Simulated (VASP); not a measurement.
# B (Pm-3m) in VASP: settings compared, part 2 of 2

VASP 6.6.1.

### 5 Single point, PBEsol

This run uses another cell than the first one, of 6.62 Å³/atom, 1.471 times its volume.

INCAR

```
SYSTEM = B
  ALGO = Normal
  EDIFF = 1E-7
  ENCUT = 520
  GGA = PS
  ISIF = 2
  ISMEAR = -1
  LASPH = .TRUE.
  LCHARG = .FALSE.
  LREAL = .FALSE.
  LWAVE = .FALSE.
  NBANDS = 8
  NELM = 100
  PREC = Accurate
  SIGMA = 0.05
```

KPOINTS

```
k-points
0
G
  20 20 20
  0 0 0
```

POSCAR

```
B
1.0
    1.8780612277      0.0000000000      0.0000000000
    0.0000000000      1.8780612277      0.0000000000
    0.0000000000      0.0000000000      1.8780612277
B
1
Direct
    0.0000000000      0.0000000000      0.0000000000
```

Potentials or basis: VASP PAW PBE potentials, release 64 (B).

Command:

```bash
> cat potpaw_PBE.64/B/POTCAR > POTCAR
> mpirun -np 1 vasp_std > vasp.out
```

OUTCAR:

```text
SYSTEM = B
   EDIFF = 1E-7
   ENCUT = 520
   GGA = PS
   ISIF = 2
   ISMEAR = -1
   LASPH = .TRUE.
   LREAL = .FALSE.
   NELM = 100
   PREC = Accurate

 ion  position               nearest neighbor table
   1  0.000  0.000  0.000-

  LATTYP: Found a simple cubic cell.
 ALAT       =     1.8780612277

  Lattice vectors:

 A1 = (   1.8780612277,   0.0000000000,   0.0000000000)
 A2 = (   0.0000000000,   1.8780612277,   0.0000000000)
 A3 = (   0.0000000000,   0.0000000000,   1.8780612277)

Analysis of symmetry for initial positions (statically):
=====================================================================
 Subroutine PRICEL returns:
 Original cell was already a primitive cell.

 Routine SETGRP: Setting up the symmetry group for a
 simple cubic supercell.

 Subroutine GETGRP returns: Found 48 space group operations
 (whereof 48 operations were pure point group operations)
 out of a pool of 48 trial point group operations.

The static configuration has the point symmetry O_h .

Analysis of symmetry for dynamics (positions and initial velocities):
[... 152 lines left out ...]
  ---------------------------------------------------
  free energy    TOTEN  =        -5.98412583 eV

  energy without entropy =       -5.98186387  energy(sigma->0) =       -5.98299485

 E-fermi :   7.0925     XC(G=0): -12.4662

 val. band max:        7.0593022191   @ k =   0.3500   0.2500   0.0000
 cond. band min:       7.1370574422   @ k =   0.3500   0.2500   0.0500
 fundamental gap:      0.0777552231
 Fermi energy:         7.0924841879

 k-point     1 :       0.0000    0.0000    0.0000
  band No.  band energies     occupation
      1      -8.7702      2.00000
      2      20.8646      0.00000
      3      20.8646      0.00000
      4      20.8646      0.00000
      5      31.3211      0.00000
      6      31.3211      0.00000
      7      40.4338      0.00000
      8      60.8014      0.00000
[... 243 lines left out ...]
 k-point    24 :       0.2000    0.1000    0.0000
  band No.  band energies     occupation
      1      -7.0637      2.00000
      2      12.9556      0.00000
      3      19.5725      0.00000
      4      22.2423      0.00000
      5      35.2331      0.00000
      6      38.3215      0.00000
      7      41.9523      0.00000
      8      51.3823      0.00000

 [... further k-points ...]
[... 5 lines left out ...]
  --------------------------------------------------------------------------------------
  -------------------------------------------------------------------------------------
  Total        0.0127468      0.0127468      0.0127468     -0.0000000     -0.0000000      0.0000000
  in kB        3.0830637      3.0830637      3.0830637     -0.0000000     -0.0000000      0.0000000
  external PRESSURE =       3.0830637 kB  Pullay stress =       0.0000000 kB

 VOLUME and BASIS-vectors are now :
 -----------------------------------------------------------------------------
  energy-cutoff  :      520.00
  volume of cell :        6.62
      direct lattice vectors                 reciprocal lattice vectors
     1.878061228  0.000000000  0.000000000     0.532464003  0.000000000  0.000000000
     0.000000000  1.878061228  0.000000000     0.000000000  0.532464003  0.000000000
     0.000000000  0.000000000  1.878061228     0.000000000  0.000000000  0.532464003

 POSITION                                       TOTAL-FORCE (eV/Angst)
 -----------------------------------------------------------------------------------
      0.00000      0.00000      0.00000         0.000000      0.000000      0.000000
 -----------------------------------------------------------------------------------
    total drift:                                0.000000     -0.000000     -0.000000

  FREE ENERGIE OF THE ION-ELECTRON SYSTEM (eV)
  ---------------------------------------------------
  free  energy   TOTEN  =        -5.9841258280 eV

  energy  without entropy=       -5.9818638732  energy(sigma->0) =       -5.98299485
```

Wall time 5.6 s (1 thread of Intel Xeon Platinum 8488C (Sapphire Rapids), shared host); peak memory 0.11 GiB.

Results:

- Free energy: -5.9841 eV
- Pressure: 0.3 GPa

Caveat: the PAW data sets were made with another functional, which shifts forces and pressure a little.

### 6 Single point, PBEsol+D4, collinear spin, ferromagnetic start

This run uses another cell than the first one, of 3.31 Å³/atom, 0.735 times its volume.

INCAR

```
SYSTEM = B
ALGO = Normal
EDIFF = 1E-7
ENCUT = 520
GGA = PS
ISIF = 2
ISMEAR = -1
ISPIN = 2
IVDW = 13
LASPH = .True.
LCHARG = .False.
LORBIT = 11
LREAL = .False.
LWAVE = .False.
MAGMOM = 0.5
NBANDS = 12
NELM = 150
PREC = Accurate
SIGMA = 0.05
```

KPOINTS

```
k-points
0
Gamma
  20 20 20
  0 0 0
```

POSCAR

```
B
1.0
    1.4906181843      0.0000000000      0.0000000000
    0.0000000000      1.4906181843      0.0000000000
    0.0000000000      0.0000000000      1.4906181843
B
1
Direct
    0.0000000000      0.0000000000      0.0000000000
```

Potentials or basis: VASP PAW PBE potentials, release 64 (B).

Command:

```bash
> cat potpaw_PBE.64/B/POTCAR > POTCAR
> mpirun -np 1 vasp_std > vasp.out
```

Run time: 20 s. Hardware: 1 thread of Intel Xeon Platinum 8488C (Sapphire Rapids), shared host; peak memory 0.12 GiB.

The run converged. Its results:

```
Free energy                                           : -2.8070 eV
Pressure                                              : 547.6 GPa
Net moment                                            : 0.00 μB per cell
Valence electrons inside the program's atomic spheres : B 2.97
Dispersion energy per atom                            : -0.251 eV
```

Levels at points of the mesh, in eV from the Fermi level:
Spin up:
| k point | band 1 | band 2 | band 3 | band 4 | band 5 |
| --- | --- | --- | --- | --- | --- |
| (0.00, 0.00, 0.00) | -23.70 | 23.60 | 23.60 | 23.60 | 35.56 |
| (0.50, 0.00, 0.00) | -15.37 | -6.10 | 31.56 | 31.56 | 47.12 |
| (0.50, 0.50, 0.00) | -3.90 | -3.90 | 8.48 | 14.07 | 38.16 |
| (0.50, 0.50, 0.50) | 6.19 | 6.19 | 6.19 | 22.59 | 22.59 |
Spin down:
| k point | band 1 | band 2 | band 3 | band 4 | band 5 |
| --- | --- | --- | --- | --- | --- |
| (0.00, 0.00, 0.00) | -23.70 | 23.60 | 23.60 | 23.60 | 35.56 |
| (0.50, 0.00, 0.00) | -15.37 | -6.10 | 31.56 | 31.56 | 47.12 |
| (0.50, 0.50, 0.00) | -3.90 | -3.90 | 8.48 | 14.07 | 38.16 |
| (0.50, 0.50, 0.50) | 6.19 | 6.19 | 6.19 | 22.59 | 22.59 |

Caveat: the PAW data sets were made with another functional, which shifts forces and pressure a little; pairwise dispersion overbinds metals, which lowers pressure and volume.

### 7 The runs side by side

| level | spin | cell | gap on the mesh (eV) | pressure (GPa) |
| --- | --- | --- | --- | --- |
| PBEsol | off | a = 1.652 Å, 1 atom | none | 184.1 |
| PBEsol | off | a = 1.729 Å, 1 atom | none | 93.8 |
| PBEsol | off | a = 1.800 Å, 1 atom | none | 39.2 |
| PBEsol | off | a = 1.878 Å, 1 atom | none | 0.3 |
| PBEsol+D4 | collinear, ferromagnetic start | a = 1.491 Å, 1 atom | none | 547.6 |

Alike in all rows: task single point; potentials or basis VASP PAW PBE potentials, release 64 (B); k mesh 20 × 20 × 20; cutoff (eV) 520; smearing fermi-dirac 0.05 eV.

Caveats: the PAW data sets were made with another functional, which shifts forces and pressure a little; pairwise dispersion overbinds metals, which lowers pressure and volume (some runs).

Total energies depend on the potentials used, so only differences within one code and one set of settings carry meaning.
